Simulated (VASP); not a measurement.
A run of VASP 6.6.1 is set up as follows.

INCAR

```
SYSTEM = Na2Pd
  PREC = Accurate
  ENCUT = 520
  EDIFF = 1E-7
  ISMEAR = 0
  SIGMA = 0.1
  LREAL = .False.
  LASPH = .True.
  NELM = 100
  ALGO = Normal
  ISIF = 2
  LWAVE = .False.
  LCHARG = .False.
  GGA = PE
  NBANDS = 19
```

Contents of KPOINTS:

```
Automatic mesh
0
Gamma
  6 6 2
  0 0 0
```

The input POSCAR:

```
Na2Pd
1.0
    3.1339656558      0.0000000025      0.0000000000
   -1.5669828301      2.7140938712      0.0000000000
    0.0000000000      0.0000000000      8.0750863418
Na Pd
2 1
Direct
    0.3333333333      0.6666666667      0.7816636318
    0.6666666667      0.3333333333      0.2183363682
    0.0000000000      0.0000000000      0.5000000000
```

Potentials or basis: VASP PAW PBE potentials, release 64 (Na_pv, Pd).

Launch:

```sh
$ cat potpaw_PBE.64/Na_pv/POTCAR potpaw_PBE.64/Pd/POTCAR > POTCAR
$ mpirun -np 1 vasp_std > vasp.out
```

**Question.** Estimate the pressure.

**Answer.** -0.1 GPa.

**Question.** Predict the band gap on the k mesh.

**Answer.** Zero (bands 12 and 13 overlap by 3.96 eV).

Caveat: the k points lie up to 0.39 Å⁻¹ apart, too coarse for converged energies and pressures of a metal.
